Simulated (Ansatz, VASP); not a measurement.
# Two plane-wave programs on SnO2

The input INCAR:

```
PREC = Accurate
ENCUT = 520
EDIFF = 1E-7
ISMEAR = 0
SIGMA = 0.05
LREAL = F
LASPH = T
NELM = 100
ALGO = Normal
ISIF = 2
LWAVE = F
LCHARG = F
GGA = PE
NBANDS = 35
```

KPOINTS

```
regular mesh
0
Gamma
  6 6 8
```

The input POSCAR:

```
SnO2
1.0
    4.8277049966      0.0000000000      0.0000000000
    0.0000000000      4.8277049966      0.0000000000
    0.0000000000      0.0000000000      3.2379909407
Sn O
2 4
Direct
    0.0000000000      0.0000000000      0.0000000000
    0.5000000000      0.5000000000      0.5000000000
    0.3340679332      0.3340679332      0.0000000000
    0.2208577598      0.8340679332      0.5000000000
    0.7208577598      0.7208577598      0.0000000000
    0.8340679332      0.2208577598      0.5000000000
```

Input for Ansatz:

```yaml
crystal:
  lattice:
    - [4.8277049966, 0.0, 0.0]
    - [0.0, 4.8277049966, 0.0]
    - [0.0, 0.0, 3.2379909407]
  atoms:
    - { symbol: Sn, position: [0.0, 0.0, 0.0] }
    - { symbol: Sn, position: [0.5, 0.5, 0.5] }
    - { symbol: O, position: [0.3340679332, 0.3340679332, 0.0] }
    - { symbol: O, position: [0.2208577598, 0.8340679332, 0.5] }
    - { symbol: O, position: [0.7208577598, 0.7208577598, 0.0] }
    - { symbol: O, position: [0.8340679332, 0.2208577598, 0.5] }
basis:
  ecutwfc: 420
kpoints:
  mp_grid: { grid: [6, 6, 8] }
hamiltonian:
  xc: pbe
scf:
  occupations: { method: gaussian, width: 0.05 }
output:
  forces: true
  stress: true
  eigenvalues: true
  write_density: true
  write_potential: true
  elf: true
  volumetric_format: npy
```

Change from the starting cell: all O atoms moved +0.188 Å, as atom 3 towards its neighbour atom 5 (O) at 2.641 Å.

Alike in both runs: task single point; functional PBE; k mesh 6 × 6 × 8; occupations gaussian, width 0.05 eV; no spin polarisation.

|  | VASP | Ansatz |
| --- | --- | --- |
| version | VASP 6.6.1 | Ansatz 0.2.0 |
| potentials or method | VASP PAW PBE potentials, release 64 (Sn_d, O), cutoff 520 eV | scalar-relativistic, plane waves, PAW |
| valence electrons in the cell | 52 | 52 |

Ansatz gave:

```
gap on the k mesh at the Fermi level (eV)                     : 0.73
least direct gap on the mesh (eV)                             : 0.73
pressure (GPa)                                                : 3.4
traceless stress, the component that is largest in VASP (GPa) : 4.80
rms of the force components (eV/Å)                            : 1.234
```

Q: What did VASP give for the same quantities?

A: gap on the k mesh at the Fermi level (eV): 0.71; least direct gap on the mesh (eV): 0.71; pressure (GPa): 4.0; traceless stress, the component that is largest in VASP (GPa): 4.72; rms of the force components (eV/Å): 1.259.

Atom by atom the forces differ by 0.027 eV/Å (rms over components).
